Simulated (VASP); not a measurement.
A run of VASP 6.6.1:

INCAR

```
ALGO = Normal
EDIFF = 1E-7
ENCUT = 520
ISIF = 2
ISMEAR = 0
LASPH = T
LCHARG = F
LREAL = F
LWAVE = F
NBANDS = 11
NELM = 80
PREC = Accurate
SIGMA = 0.05
```

KPOINTS

```
k-points
0
Gamma
  12 12 12
```

The input POSCAR:

```
C
1.0
    0.0000000000      1.8783379509      1.6730671760
    1.7459051929      0.0000000000      1.6730671760
    1.7459051929      1.8783379509      0.0000000000
C
2
Direct
    0.5000000000      0.5000000000      0.5000000000
    0.7500000000      0.7500000000      0.7500000000
```

Potentials or basis: VASP PAW LDA potentials, release 64 (C).

Launch:

```sh
$ cat potpaw_LDA.64/C/POTCAR > POTCAR
$ mpirun -np 1 vasp_std > vasp.out
```

Hardware: 1 thread of Intel(R) Xeon(R) Platinum 8488C (Sapphire Rapids), on a shared host.

Question: How long does it take, and how much memory?

Answer: It took 15 s on 1 thread of Intel(R) Xeon(R) Platinum 8488C (Sapphire Rapids), on a shared host, peak memory 0.13 GiB. Counts: scf iterations 11, k points 280.
